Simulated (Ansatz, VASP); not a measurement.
**Cd: VASP beside Ansatz**

File POSCAR:

```
Cd
1.0
    3.0930676374      0.0000000000      0.0000000000
   -1.5465338187      2.6786751496      0.0000000000
    0.0000000000      0.0000000000     10.4307369600
Cd
4
Direct
    0.0000000000      0.0000000000      0.0000000000
    0.3333333300      0.6666666700      0.2500000000
    0.0000000000      0.0000000000      0.5000000000
    0.6666666700      0.3333333300      0.7500000000
```

File INCAR.step1:

```
SYSTEM = Cd
  PREC = Accurate
  ENCUT = 520
  ISMEAR = 0
  SIGMA = 0.1
  LREAL = .False.
  LASPH = .True.
  NELM = 60
  NBANDS = 32
  GGA = PE
  ALGO = Normal
  EDIFF = 1E-4
  LWAVE = .True.
  LCHARG = .False.
```

The input INCAR.step2:

```
SYSTEM = Cd
  PREC = Accurate
  ENCUT = 520
  EDIFF = 1E-6
  ISMEAR = 0
  SIGMA = 0.1
  LREAL = .False.
  LASPH = .True.
  NELM = 60
  ALGO = Normal
  ISIF = 2
  LWAVE = .False.
  LCHARG = .True.
  METAGGA = R2SCAN
  LMIXTAU = .True.
  LELF = .True.
  LVHAR = .True.
  NBANDS = 32
  ISTART = 1
```

Contents of KPOINTS:

```
Automatic mesh
0
Gamma
  6 6 2
  0 0 0
```

Input for Ansatz:

```yaml
crystal:
  lattice:
    - [3.0930676374, 0.0, 0.0]
    - [-1.5465338187, 2.6786751496, 0.0]
    - [0.0, 0.0, 10.43073696]
  atoms:
    - { symbol: Cd, position: [0.0, 0.0, 0.0] }
    - { symbol: Cd, position: [0.33333333, 0.66666667, 0.25] }
    - { symbol: Cd, position: [0.0, 0.0, 0.5] }
    - { symbol: Cd, position: [0.66666667, 0.33333333, 0.75] }
basis:
  ecutwfc: 500
kpoints:
  mp_grid: { grid: [6, 6, 2] }
hamiltonian:
  xc: r2scan
scf:
  occupations: { method: gaussian, width: 0.1 }
output:
  forces: true
  stress: true
  eigenvalues: true
```

Alike in both runs: task single point; functional r2SCAN; k mesh 6 × 6 × 2; occupations gaussian, width 0.1 eV; no spin polarisation.

```csv
,VASP,Ansatz
version,VASP 6.6.1,Ansatz 0.2.0
potentials or method,"VASP PAW PBE potentials, release 64 (Cd), cutoff 520 eV","scalar-relativistic, plane waves, PAW"
valence electrons in the cell,48,80
```

Ansatz gave:

* gap on the k mesh at the Fermi level (eV): none
* pressure (GPa): 0.6
* traceless stress, the component that is largest in VASP (GPa): 3.67

Task: Which values does VASP return?

Result: gap on the k mesh at the Fermi level (eV): none; pressure (GPa): 0.9; traceless stress, the component that is largest in VASP (GPa): 3.55.

VASP's potentials were made for PBE, not for r2SCAN. A gap of «none» marks a metal or a gap that the smearing closes. VASP's potentials hold 48 valence electrons a cell and Ansatz's 80, so a difference there can come from the potentials and not from the codes.

The k mesh is coarse, so the values compare programs but aren't converged.
